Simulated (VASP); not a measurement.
# Os (P6_3/mmc) in VASP: a series of runs

The runs below take Os through single point, with LDA.

Program: VASP 6.6.1. These are calculated values, not measurements. Logs are shortened: lines on timing, memory, paths and dates and some standing lists are left out, and cuts for length are marked.

### 1 The cell of the first run

It takes space group P6_3/mmc (No. 194, hexagonal). Conventional cell: a = 2.718 Å, b = 2.718 Å, c = 4.284 Å, α = 90.00°, β = 90.00°, γ = 120.00°. Within 3.5 Å of Os (site symmetry -6m2) lie 12 Os at 2.66 to 2.72 Å.

### 2 Single point, LDA

The input, INCAR:

```
SYSTEM = Os
ALGO     = Normal         ! electronic algorithm
EDIFF    = 1E-7           ! SCF threshold, eV
ENCUT    = 520            ! plane-wave cutoff, eV
ISIF     = 2              ! what is computed and relaxed
ISMEAR   = 1              ! smearing method
LASPH    = .TRUE.         ! aspherical terms in the spheres
LCHARG   = .TRUE.         ! write CHGCAR
LELF     = .TRUE.         ! ELF
LREAL    = .FALSE.        ! projectors in reciprocal space
LVHAR    = .TRUE.       
LWAVE    = .FALSE.        ! write WAVECAR
NBANDS   = 15             ! bands
NELM     = 60             ! most SCF steps
PREC     = Accurate       ! precision mode
SIGMA    = 0.6            ! smearing width, eV
```

The input, KPOINTS:

```
k-points
0
G
  13 13 8
  0 0 0
```

The input, POSCAR:

```
Os
1.0
    2.7175247593      0.0000000000      0.0000000000
   -1.3587623796      2.3534454770      0.0000000000
    0.0000000000      0.0000000000      4.2844606214
Os
2
Direct
    0.3333333333      0.6666666667      0.2500000000
    0.6666666667      0.3333333333      0.7500000000
```

Potentials or basis: VASP PAW LDA potentials, release 64 (Os).

The run is started by

```console
> cat potpaw_LDA.64/Os/POTCAR > POTCAR
> mpirun -np 1 vasp_std > vasp.out
```

OUTCAR:

```text
SYSTEM = Os
   EDIFF = 1E-7
   ENCUT = 520
   ISIF = 2
   ISMEAR = 1
   LASPH = .TRUE.
   LREAL = .FALSE.
   NELM = 60
   PREC = Accurate

 ion  position               nearest neighbor table
   1  0.333  0.667  0.250-   2 2.66   2 2.66   2 2.66   2 2.66   2 2.66   2 2.66
   2  0.667  0.333  0.750-   1 2.66   1 2.66   1 2.66   1 2.66   1 2.66   1 2.66

  LATTYP: Found a hexagonal cell.
 ALAT       =     2.7175247593
 C/A-ratio  =     1.5766040794

  Lattice vectors:

 A1 = (   2.7175247593,   0.0000000000,   0.0000000000)
 A2 = (  -1.3587623796,   2.3534454770,   0.0000000000)
 A3 = (   0.0000000000,   0.0000000000,   4.2844606214)

Analysis of symmetry for initial positions (statically):
=====================================================================
 Subroutine PRICEL returns:
 Original cell was already a primitive cell.

 Routine SETGRP: Setting up the symmetry group for a
 hexagonal supercell.

 Subroutine GETGRP returns: Found 24 space group operations
 (whereof 12 operations were pure point group operations)
 out of a pool of 24 trial point group operations.

The static configuration has the point symmetry D_3d.
 The point group associated with its full space group is D_6h.

Analysis of symmetry for dynamics (positions and initial velocities):
=====================================================================
 Subroutine PRICEL returns:
 Original cell was already a primitive cell.

 Routine SETGRP: Setting up the symmetry group for a
 hexagonal supercell.

 Subroutine GETGRP returns: Found 24 space group operations
 (whereof 12 operations were pure point group operations)
 out of a pool of 24 trial point group operations.

The dynamic configuration has the point symmetry D_3d.
 The point group associated with its full space group is D_6h.

 Subroutine INISYM returns: Found 24 space group operations
 (whereof 12 operations are pure point group operations),
 and found     1 'primitive' translations

----------------------------------------------------------------------------------------

                                     Primitive cell

  volume of cell :      27.4015

  direct lattice vectors                    reciprocal lattice vectors
     2.717524759  0.000000000  0.000000000     0.367981928  0.212454465  0.000000000
    -1.358762380  2.353445477  0.000000000     0.000000000  0.424908930  0.000000000
     0.000000000  0.000000000  4.284460621     0.000000000  0.000000000  0.233401608

  length of vectors
     2.717524759  2.717524759  4.284460621     0.424908930  0.424908930  0.233401608

  position of ions in fractional coordinates (direct lattice)
     0.333333333  0.666666667  0.250000000
     0.666666667  0.333333333  0.750000000

  ion indices of the primitive-cell ions
   primitive index   ion index
                 1           1
                 2           2

----------------------------------------------------------------------------------------

 KPOINTS: k-points

Automatic generation of k-mesh.
 Grid dimensions read from file:
 generate k-points for:   13   13    8

 Generating k-lattice:

  Cartesian coordinates                     Fractional coordinates (reciprocal lattice)
     0.028306302  0.016342651  0.000000000     0.076923077  0.000000000  0.000000000
     0.000000000  0.032685302  0.000000000     0.000000000  0.076923077  0.000000000
     0.000000000  0.000000000  0.029175201     0.000000000  0.000000000  0.125000000

  Length of vectors
     0.032685302  0.032685302  0.029175201

  Shift w.r.t. Gamma in fractional coordinates (k-lattice)
     0.000000000  0.000000000  0.000000000

 Subroutine IBZKPT returns following result:
 ===========================================

 Found    105 irreducible k-points:

 Following reciprocal coordinates:
            Coordinates               Weight
  0.000000  0.000000  0.000000      1.000000
  0.076923  0.000000  0.000000      6.000000
  0.153846 -0.000000  0.000000      6.000000
  0.230769 -0.000000  0.000000      6.000000
  0.307692 -0.000000  0.000000      6.000000
  0.384615 -0.000000  0.000000      6.000000
[... 16 lines left out ...]
  0.076923  0.000000  0.125000     12.000000
  0.153846 -0.000000  0.125000     12.000000
 [... further k-points ...]
   k-points           NKPTS =    105   k-points in BZ     NKDIM =    105   number of bands    NBANDS=     15
   number of dos      NEDOS =    301   number of ions     NIONS =      2
   total plane-waves  NPLWV =  12800
   dimension x,y,z NGX =    20 NGY =   20 NGZ =   32
   dimension x,y,z NGXF=    40 NGYF=   40 NGZF=   64
   ions per type =               2
   NGX,Y,Z   is equivalent  to a cutoff of  12.24, 12.24, 12.42 a.u.
   NGXF,Y,Z  is equivalent  to a cutoff of  24.47, 24.47, 24.83 a.u.
 SYSTEM =  Os
   PREC   = accura    normal or accurate (medium, high low for compatibility)
   ISTART =      0    job   : 0-new  1-cont  2-samecut
   ICHARG =      2    charge: 1-file 2-atom 10-const
   ISPIN  =      1    spin polarized calculation?
   LNONCOLLINEAR =      F non collinear calculations
   LSORBIT =      F    spin-orbit coupling
   LASPH  =      T    aspherical Exc in radial PAW
   ENCUT  =  520.0 eV  38.22 Ry    6.18 a.u.   5.05  5.05  7.97*2*pi/ulx,y,z
   NELM   =     60;   NELMIN=  2; NELMDL= -5     # of ELM steps
   EDIFF  = 0.1E-06   stopping-criterion for ELM
   LREAL  =      F    real-space projection
   EDIFFG = 0.1E-05   stopping-criterion for IOM
   NSW    =      0    number of steps for IOM
   IBRION =     -1    ionic relax: 0-MD 1-quasi-New 2-CG
   NFREE  =      0    steps in history (QN), initial steepest desc. (CG)
   ISIF   =      2    stress and relaxation
   ISYM   =      2    0-nonsym 1-usesym 2-fastsym
   POTIM  = 0.5000    time-step for ionic-motion
   TEBEG  =    0.0;   TEEND  =   0.0 temperature during run
   PSTRESS=    0.0 pullay stress
   NELECT =      16.0000    total number of electrons
   NUPDOWN=      -1.0000    fix difference up-down
   EMIN   =  10.00;   EMAX   =-10.00  energy-range for DOS
   EFERMI =   0.00;   METHOD = LEGACY
   ISMEAR =     1;   SIGMA  =   0.60  broadening in eV -4-tet -1-fermi 0-gaus
   EFERMI_NEDOS =   21; number of points for ismear=-14 and -15
   IALGO  =     38    algorithm
   IMIX   =      4    mixing-type and parameters
     AMIX     =   0.40;   BMIX     =  1.00
     AMIX_MAG =   1.60;   BMIX_MAG =  1.00
  volume/ion in A,a.u.               =      13.70        92.46
  Fermi-wavevector in a.u.,A,eV,Ry     =   1.368328  2.585765 25.474482  1.872322
  Thomas-Fermi vector in A             =   2.494302
   LORBIT       =      0    0 simple, 1 ext, 2 COOP (PROOUT), +10 PAW based schemes
   GGA     = CA    functional components
   LHFCALC =     F    Hartree Fock is set to
   AEXX    =    0.0000 exact exchange contribution
   IVDW    =     0    specifies the selected vdW correction
   LEPSILON=     F    determine dielectric tensor
   LRPA    =     F    only Hartree local field effects (RPA)
 non-spin polarized calculation
 Methfessel and Paxton  Order N= 1 SIGMA  =   0.60
  energy-cutoff  :      520.00
  volume of cell :       27.40
 maximum number of plane-waves:       756
   NGX = 11   NGY = 11   NGZ = 15

 number of electron      15.9999998 magnetization

 Free energy of the ion-electron system (eV)
  ---------------------------------------------------
  ext. energy  EPLUGINS =         0.00000000
  ---------------------------------------------------
  free energy    TOTEN  =       -25.30578230 eV

  energy without entropy =      -25.31750636  energy(sigma->0) =      -25.30969032

 E-fermi :   9.7444     XC(G=0): -14.2977

 val. band max:        9.7254847407   @ k =   0.0769   0.0769   0.3750
 cond. band min:       9.7542795037   @ k =   0.3077   0.0769   0.2500
 fundamental gap:      0.0287947630
 Fermi energy:         9.7443585659

 k-point     1 :       0.0000    0.0000    0.0000
  band No.  band energies     occupation
      1      -1.3403      2.00000
      2       1.7525      2.00000
      3       6.5446      2.00000
      4       6.5446      2.00000
      5       6.8299      2.00000
      6       7.4190      2.00000
      7       7.4190      2.00000
      8       8.0704      2.00058
      9       8.0704      2.00058
     10       9.8874      0.60899
     11      11.4401     -0.00048
     12      11.4401     -0.00048
     13      19.0661     -0.00000
     14      23.8151      0.00000
     15      26.5846      0.00000

 k-point     2 :       0.0769    0.0000    0.0000
  band No.  band energies     occupation
      1      -1.0954      2.00000
      2       1.9681      2.00000
      3       6.0924      2.00000
      4       6.7611      2.00000
      5       7.1970      2.00000
      6       7.2996      2.00000
      7       7.6212      2.00001
      8       7.7529      2.00003
      9       7.8966      2.00012
     10       8.9045      2.06356
     11      11.5628     -0.00016
     12      12.8062     -0.00000
     13      19.0496     -0.00000
     14      24.3228      0.00000
     15      26.8994      0.00000

 k-point     3 :       0.1538   -0.0000    0.0000
  band No.  band energies     occupation
      1      -0.4026      2.00000
      2       2.5206      2.00000
      3       5.4980      2.00000
      4       6.6140      2.00000
      5       6.8957      2.00000
      6       7.3945      2.00000
      7       7.4780      2.00000
      8       7.8451      2.00007
      9       8.2100      2.00179
     10       8.2183      2.00190
     11      11.8373     -0.00001
     12      14.8543     -0.00000
     13      18.9352     -0.00000
     14      25.5053      0.00000
     15      27.4522      0.00000
[... 343 lines left out ...]
 k-point    23 :       0.0769    0.0000    0.1250
  band No.  band energies     occupation
      1      -0.9000      2.00000
      2       2.0052      2.00000
      3       6.0672      2.00000
      4       6.6068      2.00000
      5       6.8848      2.00000
      6       7.0234      2.00000
      7       7.4739      2.00000
      8       8.1724      2.00133
      9       8.2507      2.00243
     10       8.6818      2.03115
     11      11.5705     -0.00015
     12      12.4714     -0.00000
     13      19.9740     -0.00000
     14      23.9389      0.00000
     15      27.3944      0.00000

 k-point    24 :       0.1538   -0.0000    0.1250
  band No.  band energies     occupation
      1      -0.2233      2.00000
      2       2.5758      2.00000
      3       5.5245      2.00000
      4       6.1886      2.00000
      5       6.7901      2.00000
      6       7.0261      2.00000
      7       7.7626      2.00003
      8       7.8908      2.00011
      9       8.2221      2.00196
     10       8.5461      2.01614
     11      11.8017     -0.00001
     12      14.1580     -0.00000
     13      19.9527     -0.00000
     14      25.1842      0.00000
     15      27.2919      0.00000

 [... further k-points ...]

------------------------ aborting loop because EDIFF is reached ----------------------------------------

  FORCE on cell =-STRESS in cart. coord.  units (eV):
  Direction    XX          YY          ZZ          XY          YZ          ZX
  --------------------------------------------------------------------------------------
  -------------------------------------------------------------------------------------
  Total        0.1617036      0.1617036      0.0950936      0.0000000      0.0000000      0.0000000
  in kB        9.4548913      9.4548913      5.5601724      0.0000000      0.0000000      0.0000000
  external PRESSURE =       8.1566516 kB  Pullay stress =       0.0000000 kB

 VOLUME and BASIS-vectors are now :
 -----------------------------------------------------------------------------
  energy-cutoff  :      520.00
  volume of cell :       27.40
      direct lattice vectors                 reciprocal lattice vectors
     2.717524759  0.000000000  0.000000000     0.367981928  0.212454465  0.000000000
    -1.358762380  2.353445477  0.000000000     0.000000000  0.424908930  0.000000000
     0.000000000  0.000000000  4.284460621     0.000000000  0.000000000  0.233401608

 POSITION                                       TOTAL-FORCE (eV/Angst)
 -----------------------------------------------------------------------------------
     -0.00000      1.56896      1.07112        -0.000000     -0.000000      0.000000
      1.35876      0.78448      3.21335         0.000000      0.000000      0.000000
 -----------------------------------------------------------------------------------
    total drift:                               -0.000000      0.000000     -0.000000

  FREE ENERGIE OF THE ION-ELECTRON SYSTEM (eV)
  ---------------------------------------------------
  free  energy   TOTEN  =       -25.3057822956 eV

  energy  without entropy=      -25.3175063586  energy(sigma->0) =      -25.30969032
```

It took 19 s on 1 thread of Intel Xeon Platinum 8488C (Sapphire Rapids), shared host; peak memory 0.15 GiB.

Results:

```
Free energy            : -25.3058 eV
Pressure               : 0.8 GPa
Band gap on the k mesh : zero (bands 8 and 9 overlap by 3.94 eV)
```

Caveat: so wide a smearing shifts energies and pressures; spin-orbit coupling is left out, which moves the levels of the heavy elements.

### 3 Single point, LDA

The input, INCAR:

```
SYSTEM = Os
  ALGO = Normal
  EDIFF = 1E-7
  ENCUT = 520
  ISIF = 2
  ISMEAR = 1
  LASPH = .TRUE.
  LCHARG = .FALSE.
  LREAL = .FALSE.
  LWAVE = .FALSE.
  NBANDS = 15
  NELM = 60
  PREC = Accurate
  SIGMA = 1.0
```

KPOINTS is that of step 2.

POSCAR is that of step 2.

Potentials or basis: VASP PAW LDA potentials, release 64 (Os).

The run is started by

```console
> cat potpaw_LDA.64/Os/POTCAR > POTCAR
> mpirun -np 1 vasp_std > vasp.out
```

OUTCAR:

```text
SYSTEM = Os
   EDIFF = 1E-7
   ENCUT = 520
   ISIF = 2
   ISMEAR = 1
   LASPH = .TRUE.
   LREAL = .FALSE.
   NELM = 60
   PREC = Accurate

 ion  position               nearest neighbor table
   1  0.333  0.667  0.250-   2 2.66   2 2.66   2 2.66   2 2.66   2 2.66   2 2.66
   2  0.667  0.333  0.750-   1 2.66   1 2.66   1 2.66   1 2.66   1 2.66   1 2.66

  LATTYP: Found a hexagonal cell.
 ALAT       =     2.7175247593
 C/A-ratio  =     1.5766040794

  Lattice vectors:

 A1 = (   2.7175247593,   0.0000000000,   0.0000000000)
 A2 = (  -1.3587623796,   2.3534454770,   0.0000000000)
 A3 = (   0.0000000000,   0.0000000000,   4.2844606214)

Analysis of symmetry for initial positions (statically):
=====================================================================
 Subroutine PRICEL returns:
 Original cell was already a primitive cell.

 Routine SETGRP: Setting up the symmetry group for a
 hexagonal supercell.

 Subroutine GETGRP returns: Found 24 space group operations
 (whereof 12 operations were pure point group operations)
 out of a pool of 24 trial point group operations.

The static configuration has the point symmetry D_3d.
[... 177 lines left out ...]
      6       7.4190      2.00495
      7       7.4190      2.00495
      8       8.0674      2.03946
      9       8.0674      2.03946
     10       9.8862      0.75635
     11      11.4371     -0.03739
     12      11.4371     -0.03739
     13      19.0643     -0.00000
     14      23.8169     -0.00000
[... 401 lines left out ...]
      2       2.5760      2.00000
      3       5.5243      2.00000
      4       6.1873      2.00001
      5       6.7888      2.00024
      6       7.0249      2.00084
      7       7.7615      2.01710
      8       7.8899      2.02512
      9       8.2212      2.05356
     10       8.5439      2.07066
     11      11.7987     -0.01319
     12      14.1554     -0.00000
     13      19.9510     -0.00000
     14      25.1852     -0.00000
     15      27.2917     -0.00000

 [... further k-points ...]

------------------------ aborting loop because EDIFF is reached ----------------------------------------

  FORCE on cell =-STRESS in cart. coord.  units (eV):
  Direction    XX          YY          ZZ          XY          YZ          ZX
  --------------------------------------------------------------------------------------
  -------------------------------------------------------------------------------------
  Total        0.0359019      0.0359019      0.1134344      0.0000000      0.0000000     -0.0000000
  in kB        2.0991998      2.0991998      6.6325662      0.0000000      0.0000000     -0.0000000
  external PRESSURE =       3.6103219 kB  Pullay stress =       0.0000000 kB

 VOLUME and BASIS-vectors are now :
 -----------------------------------------------------------------------------
  energy-cutoff  :      520.00
  volume of cell :       27.40
      direct lattice vectors                 reciprocal lattice vectors
     2.717524759  0.000000000  0.000000000     0.367981928  0.212454465  0.000000000
    -1.358762380  2.353445477  0.000000000     0.000000000  0.424908930  0.000000000
     0.000000000  0.000000000  4.284460621     0.000000000  0.000000000  0.233401608

 POSITION                                       TOTAL-FORCE (eV/Angst)
 -----------------------------------------------------------------------------------
     -0.00000      1.56896      1.07112        -0.000000     -0.000000      0.000000
      1.35876      0.78448      3.21335         0.000000      0.000000      0.000000
 -----------------------------------------------------------------------------------
    total drift:                               -0.000000      0.000000     -0.000000

  FREE ENERGIE OF THE ION-ELECTRON SYSTEM (eV)
  ---------------------------------------------------
  free  energy   TOTEN  =       -25.2881892416 eV

  energy  without entropy=      -25.3696648597  energy(sigma->0) =      -25.31534778
```

OSZICAR:

```text
N       E                     dE             d eps       ncg     rms          rms(c)
DAV:   1     0.977686068725E+02    0.97769E+02   -0.75232E+03  3150   0.102E+03
DAV:   2    -0.225361161132E+02   -0.12030E+03   -0.10572E+03  3241   0.322E+02
DAV:   3    -0.268565436567E+02   -0.43204E+01   -0.42185E+01  4242   0.546E+01
DAV:   4    -0.268828631965E+02   -0.26320E-01   -0.26303E-01  3444   0.440E+00
DAV:   5    -0.268829876105E+02   -0.12441E-03   -0.12441E-03  4263   0.286E-01    0.343E+01
DAV:   6    -0.256419003160E+02    0.12411E+01   -0.10688E+00  3948   0.888E+00    0.152E+01
DAV:   7    -0.252989371775E+02    0.34296E+00   -0.64515E-01  4067   0.677E+00    0.922E-01
DAV:   8    -0.252903766819E+02    0.85605E-02   -0.70098E-03  3213   0.625E-01    0.382E-01
DAV:   9    -0.252881911088E+02    0.21856E-02   -0.15543E-03  3990   0.377E-01    0.513E-02
DAV:  10    -0.252881954769E+02   -0.43681E-05   -0.27508E-05  3829   0.393E-02    0.188E-02
DAV:  11    -0.252881893254E+02    0.61514E-05   -0.19162E-06  3836   0.159E-02    0.107E-03
DAV:  12    -0.252881892416E+02    0.83850E-07   -0.47249E-08  2737   0.223E-03
   1 F= -.25288189E+02 E0= -.25315348E+02  d E =0.814756E-01
```

Run time: 18 s. Hardware: 1 thread of Intel Xeon Platinum 8488C (Sapphire Rapids), shared host; peak memory 0.15 GiB.

Results:

| Property | Result |
| --- | --- |
| Free energy | -25.2882 eV |
| Pressure | 0.4 GPa |
| Band gap on the k mesh | zero (bands 8 and 9 overlap by 3.94 eV) |

Caveat: so wide a smearing shifts energies and pressures; spin-orbit coupling is left out, which moves the levels of the heavy elements.
